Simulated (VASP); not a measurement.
# KBr (Fm-3m) in VASP: further runs

The runs below take KBr through single point, relaxation of cell and atoms, with PBE+D3(BJ), BLYP+D3(BJ).

Everything below comes from runs of VASP 6.6.1. Logs are shortened: lines on timing, memory, paths and dates and some standing lists are left out, and cuts for length are marked.

**1. The cell of the first run**

The structure is cubic, space group Fm-3m (No. 225). Conventional cell: a = 6.564 Å, b = 6.564 Å, c = 6.564 Å, α = 90.00°, β = 90.00°, γ = 90.00°. Within 4.3 Å of Br (site symmetry m-3m) lie 6 K at 3.28 Å. K (site symmetry m-3m) has 6 Br at 3.28 Å within 4.3 Å.

**2. Single point, PBE+D3(BJ)**

INCAR reads:

```
PREC     = Accurate       # precision mode
ENCUT    = 520            # plane-wave cutoff, eV
EDIFF    = 1E-6           # SCF threshold, eV
ISMEAR   = -1             # smearing method
SIGMA    = 0.05           # smearing width, eV
LREAL    = False          # projectors in reciprocal space
LASPH    = True           # aspherical terms in the spheres
NELM     = 100            # most SCF steps
ALGO     = Normal         # electronic algorithm
ISIF     = 2              # what is computed and relaxed
LWAVE    = False          # write WAVECAR
LCHARG   = False          # write CHGCAR
GGA      = PE             # functional
IVDW     = 12             # dispersion correction
NBANDS   = 15             # bands
```

KPOINTS reads:

```
Automatic mesh
0
Gamma
  7 7 7
```

POSCAR reads:

```
KBr
1.0
    0.0000000000      3.2822280501      3.2822280501
    3.2822280501      0.0000000000      3.2822280501
    3.2822280501      3.2822280501      0.0000000000
Br K
1 1
Direct
    0.5000000000      0.5000000000      0.5000000000
    0.0000000000      0.0000000000      0.0000000000
```

Potentials or basis: VASP PAW PBE potentials, release 64 (Br, K_sv).

Run with:

```bash
> cat potpaw_PBE.64/Br/POTCAR potpaw_PBE.64/K_sv/POTCAR > POTCAR
> mpirun -np 1 vasp_std > vasp.out
```

OUTCAR:

```text
PREC = Accurate
   ENCUT = 520
   EDIFF = 1E-6
   ISMEAR = -1
   LREAL = False
   LASPH = True
   NELM = 100
   ISIF = 2
   GGA = PE
   IVDW = 12
 IVDW          = 12

 ion  position               nearest neighbor table
   1  0.500  0.500  0.500-   2 3.28   2 3.28   2 3.28   2 3.28   2 3.28   2 3.28
   2  0.000  0.000  0.000-   1 3.28   1 3.28   1 3.28   1 3.28   1 3.28   1 3.28

  LATTYP: Found a face centered cubic cell.
 ALAT       =     6.5644561002

  Lattice vectors:

 A1 = (   0.0000000000,   3.2822280501,   3.2822280501)
 A2 = (   3.2822280501,   0.0000000000,   3.2822280501)
 A3 = (   3.2822280501,   3.2822280501,   0.0000000000)

Analysis of symmetry for initial positions (statically):
=====================================================================
 Subroutine PRICEL returns:
 Original cell was already a primitive cell.

 Routine SETGRP: Setting up the symmetry group for a
 face centered cubic supercell.

 Subroutine GETGRP returns: Found 48 space group operations
 (whereof 48 operations were pure point group operations)
 out of a pool of 48 trial point group operations.

The static configuration has the point symmetry O_h .

Analysis of symmetry for dynamics (positions and initial velocities):
=====================================================================
 Subroutine PRICEL returns:
 Original cell was already a primitive cell.

 Routine SETGRP: Setting up the symmetry group for a
 face centered cubic supercell.

 Subroutine GETGRP returns: Found 48 space group operations
 (whereof 48 operations were pure point group operations)
 out of a pool of 48 trial point group operations.

The dynamic configuration has the point symmetry O_h .

 Subroutine INISYM returns: Found 48 space group operations
 (whereof 48 operations are pure point group operations),
 and found     1 'primitive' translations

----------------------------------------------------------------------------------------

                                     Primitive cell

  volume of cell :      70.7190

  direct lattice vectors                    reciprocal lattice vectors
     0.000000000  3.282228050  3.282228050    -0.152335545  0.152335545  0.152335545
     3.282228050  0.000000000  3.282228050     0.152335545 -0.152335545  0.152335545
     3.282228050  3.282228050  0.000000000     0.152335545  0.152335545 -0.152335545

  length of vectors
     4.641771423  4.641771423  4.641771423     0.263852904  0.263852904  0.263852904
[... 84 lines left out ...]
   POTIM  = 0.5000    time-step for ionic-motion
   TEBEG  =    0.0;   TEEND  =   0.0 temperature during run
   PSTRESS=    0.0 pullay stress
   NELECT =      16.0000    total number of electrons
   NUPDOWN=      -1.0000    fix difference up-down
   EMIN   =  10.00;   EMAX   =-10.00  energy-range for DOS
   EFERMI =   0.00;   METHOD = LEGACY
   ISMEAR =    -1;   SIGMA  =   0.05  broadening in eV -4-tet -1-fermi 0-gaus
   EFERMI_NEDOS =   21; number of points for ismear=-14 and -15
   IALGO  =     38    algorithm
   IMIX   =      4    mixing-type and parameters
     AMIX     =   0.40;   BMIX     =  1.00
     AMIX_MAG =   1.60;   BMIX_MAG =  1.00
  volume/ion in A,a.u.               =      35.36       238.62
  Fermi-wavevector in a.u.,A,eV,Ry     =   0.997553  1.885102 13.539326  0.995112
  Thomas-Fermi vector in A             =   2.129717
   LORBIT       =      0    0 simple, 1 ext, 2 COOP (PROOUT), +10 PAW based schemes
   GGA     = PE    functional components
   LHFCALC =     F    Hartree Fock is set to
   AEXX    =    0.0000 exact exchange contribution
   IVDW    =    12    specifies the selected vdW correction
   LEPSILON=     F    determine dielectric tensor
   LRPA    =     F    only Hartree local field effects (RPA)
 non-spin polarized calculation
  energy-cutoff  :      520.00
  volume of cell :       70.72
 maximum number of plane-waves:      1922
   NGX = 17   NGY = 17   NGZ = 17

 number of electron      15.9999999 magnetization

 Free energy of the ion-electron system (eV)
  ---------------------------------------------------
  ext. energy  EPLUGINS =         0.00000000
  ---------------------------------------------------
  free energy    TOTEN  =        -6.20851125 eV

  energy without entropy =       -6.20851125  energy(sigma->0) =       -6.20851125

 E-fermi :  -0.5462     XC(G=0):  -7.4356

 val. band max:       -1.6754964155   @ k =   0.0000   0.0000   0.0000
 cond. band min:       2.8023675403   @ k =   0.0000   0.0000   0.0000
 fundamental gap:      4.4778639558
 Fermi energy:        -0.5462178030

 k-point     1 :       0.0000    0.0000    0.0000
  band No.  band energies     occupation
      1     -29.4224      2.00000
      2     -13.9878      2.00000
      3     -12.9011      2.00000
      4     -12.9011      2.00000
      5     -12.9011      2.00000
      6      -1.6755      2.00000
      7      -1.6755      2.00000
      8      -1.6755      2.00000
      9       2.8024      0.00000
     10       5.9315      0.00000
     11       5.9315      0.00000
     12       5.9315      0.00000
     13       6.7650      0.00000
     14       6.7650      0.00000
[... 329 lines left out ...]
      2     -14.0007      2.00000
      3     -12.9724      2.00000
      4     -12.9470      2.00000
      5     -12.7967      2.00000
      6      -2.3677      2.00000
      7      -2.3152      2.00000
      8      -2.1059      2.00000
      9       5.3905      0.00000
     10       6.1378      0.00000
     11       6.7233      0.00000
     12       7.4376      0.00000
     13       8.8565      0.00000
     14       8.8615      0.00000
     15       9.6921      0.00000

------------------------ aborting loop because EDIFF is reached ----------------------------------------

 Edisp (eV)   -0.42051

 E8    (eV) :    -0.1966

  FORCE on cell =-STRESS in cart. coord.  units (eV):
  Direction    XX          YY          ZZ          XY          YZ          ZX
  --------------------------------------------------------------------------------------
  -------------------------------------------------------------------------------------
  Total       0.02091     0.02091     0.02091     0.00000     0.00000     0.00000
  in kB       0.47366     0.47366     0.47366     0.00000     0.00000     0.00000
  external pressure =        0.47 kB  Pullay stress =        0.00 kB

 VOLUME and BASIS-vectors are now :
 -----------------------------------------------------------------------------
  energy-cutoff  :      520.00
  volume of cell :       70.72
      direct lattice vectors                 reciprocal lattice vectors
     0.000000000  3.282228050  3.282228050    -0.152335545  0.152335545  0.152335545
     3.282228050  0.000000000  3.282228050     0.152335545 -0.152335545  0.152335545
     3.282228050  3.282228050  0.000000000     0.152335545  0.152335545 -0.152335545

 POSITION                                       TOTAL-FORCE (eV/Angst)
 -----------------------------------------------------------------------------------
      3.28223      3.28223      3.28223         0.000000     -0.000000     -0.000000
      0.00000      0.00000      0.00000        -0.000000      0.000000      0.000000
 -----------------------------------------------------------------------------------
    total drift:                                0.000000      0.000000      0.000000

  FREE ENERGIE OF THE ION-ELECTRON SYSTEM (eV)
  ---------------------------------------------------
  free  energy   TOTEN  =        -6.6290220773 eV

  energy  without entropy=       -6.6290220773  energy(sigma->0) =       -6.62902208
```

stdout:

```text
POSCAR found type information on POSCAR BrK
 POSCAR found :  2 types and       2 ions
 scaLAPACK will be used
 LDA part: xc-table for (Slater+PW92), standard interpolation
 POSCAR, INCAR and KPOINTS ok, starting setup
 FFT: planning ... GRIDC
 FFT: planning ... GRID_SOFT
 FFT: planning ... GRID
 WAVECAR not read
 entering main loop
```

Run time: 18 s. Hardware: 1 thread of Intel Xeon Platinum 8259CL at 2.50GHz (Skylake/Cascade Lake), shared host; peak memory 0.21 GiB.

What came out:

```yaml
Free_energy: -6.6290 eV
Pressure: 0.0 GPa
Band_gap_on_the_k_mesh: 4.48 eV
Dispersion_energy_per_atom: -0.210 eV
```

As with any semilocal functional, this PBE gap is likely too small.

**3. Single point, BLYP+D3(BJ)**

This run uses another cell than the first one, of 34.22 Å³/atom.

INCAR reads:

```
AGGAC = 1.0
AGGAX = 1.0
ALDAC = 0.0
ALDAX = 1.0
ALGO = Normal
EDIFF = 1E-7
ENCUT = 520
GGA = B5
ISIF = 2
ISMEAR = -1
IVDW = 12
LASPH = True
LCHARG = True
LELF = True
LREAL = False
LVHAR = True
LWAVE = False
NBANDS = 15
NELM = 60
PREC = Accurate
SIGMA = 0.05
VDW_A1 = 0.4298
VDW_A2 = 4.2359
VDW_S6 = 1.0
VDW_S8 = 2.6996
```

KPOINTS reads:

```
k-points
0
Gamma
  7 7 7
```

POSCAR reads:

```
KBr
1.0
    0.0000000000      3.2465633582      3.2465633582
    3.2465633582      0.0000000000      3.2465633582
    3.2465633582      3.2465633582      0.0000000000
Br K
1 1
Direct
    0.5000000000      0.5000000000      0.5000000000
    0.0000000000      0.0000000000      0.0000000000
```

Potentials or basis: VASP PAW PBE potentials, release 64 (Br, K_sv).

Run with:

```bash
> cat potpaw_PBE.64/Br/POTCAR potpaw_PBE.64/K_sv/POTCAR > POTCAR
> mpirun -np 1 vasp_std > vasp.out
```

It took 32 s on 1 thread of Intel Xeon Platinum 8259CL at 2.50GHz (Skylake/Cascade Lake), shared host; peak memory 0.21 GiB.

It converged, with:

| Property | Result |
| --- | --- |
| Free energy | -6.7774 eV |
| Pressure | 0.1 GPa |
| Band gap on the k mesh | 4.59 eV |
| Dispersion energy per atom | -0.510 eV |

Levels at points of the mesh, in eV from the valence-band top:
```csv
k point,band 5,band 6,band 7,band 8,band 9,band 10,band 11,band 12
"(0.00, 0.00, 0.00)",-11.25,0.00,0.00,0.00,4.59,7.54,7.54,7.54
```

Caveat: the PAW data sets were made with another functional, which shifts forces and pressure a little.

**4. Relaxation of cell and atoms, PBE+D3(BJ)**

This run uses another cell than the first one, of 35.94 Å³/atom.

INCAR reads:

```
SYSTEM = KBr
PREC = Accurate
ENCUT = 600
EDIFF = 1E-6
ISMEAR = -1
SIGMA = 0.05
LREAL = .False.
LASPH = .True.
NELM = 60
ALGO = Normal
ISIF = 3
LWAVE = .False.
LCHARG = .False.
GGA = PE
IVDW = 12
IBRION = 2
NSW = 80
EDIFFG = -0.01
```

KPOINTS reads:

```
Automatic mesh
0
Gamma
  7 7 7
  0 0 0
```

POSCAR reads:

```
KBr
1.0
    0.0000000000      3.3000000000      3.3000000000
    3.3000000000      0.0000000000      3.3000000000
    3.3000000000      3.3000000000      0.0000000000
Br K
1 1
Direct
    0.5000000000      0.5000000000      0.5000000000
    0.0000000000      0.0000000000      0.0000000000
```

Run with:

```bash
> cat potpaw_PBE.64/Br/POTCAR potpaw_PBE.64/K_sv/POTCAR > POTCAR
> mpirun -np 1 vasp_std > vasp.out
```

Run time: 46 s. Hardware: 1 thread of Intel Xeon Platinum 8259CL at 2.50GHz (Skylake/Cascade Lake), shared host; peak memory 0.26 GiB.

Results (log left out):

| Property | Result |
| --- | --- |
| Free energy | -6.6292 eV |
| Relaxed volume | 35.58 Å³/atom |
| Relaxed cell | a = 4.651 Å, b = 4.651 Å, c = 4.651 Å, α = 60.00°, β = 60.00°, γ = 60.00° |
| Space group after relaxing (to 0.1 Å) | Fm-3m (No. 225) |
| Energy gained by relaxing | 0.3 meV/atom |
| Ionic steps | 3 |
| Pressure after relaxing | 0.0 GPa |
| Band gap on the k mesh | 4.46 eV |
| Dispersion energy per atom | -0.209 eV |

Step by step:
| step | energy change (eV) | largest force (eV/Å) | pressure (GPa) | volume (Å³) |
| --- | --- | --- | --- | --- |
| 1 | 0.0000 | 0.0000 | -0.19 | 71.87 |
| 2 | -0.0004 | 0.0000 | -0.09 | 71.43 |
| 3 | -0.0005 | 0.0000 | -0.04 | 71.16 |

Final structure:
```
CELL_PARAMETERS angstrom
0.00000 3.28899 3.28899
3.28899 0.00000 3.28899
3.28899 3.28899 0.00000
ATOMIC_POSITIONS crystal
Br 0.50000 0.50000 0.50000
K 0.00000 0.00000 0.00000
```

Levels at points of the mesh, in eV from the valence-band top:
```tsv
k point	band 6	band 7	band 8	band 9	band 10	band 11
(0.00, 0.00, 0.00)	0.00	0.00	0.00	4.46	7.61	7.61
```

As with any semilocal functional, this PBE gap is likely too small.

**5. Summary**

| task | level | cell | cutoff (eV) | gap on the mesh (eV) | pressure (GPa) |
| --- | --- | --- | --- | --- | --- |
| single point | PBE+D3(BJ) | a = 4.642 Å, angles 60.0°, 2 atoms | 520 | 4.48 | 0.0 |
| single point | BLYP+D3(BJ) | a = 4.591 Å, angles 60.0°, 2 atoms | 520 | 4.59 | 0.1 |
| relaxation of cell and atoms | PBE+D3(BJ) | relaxed from a = 4.667 Å, angles 60.0°, 2 atoms | 600 | 4.46 | 0.0 |

Alike in all rows: potentials or basis VASP PAW PBE potentials, release 64 (Br, K_sv); no spin polarisation; k mesh 7 × 7 × 7; smearing fermi-dirac 0.05 eV.

Caveats: the PAW data sets were made with another functional, which shifts forces and pressure a little (at least some runs).

Total energies depend on the potentials used, so only differences within one code and one set of settings carry meaning.
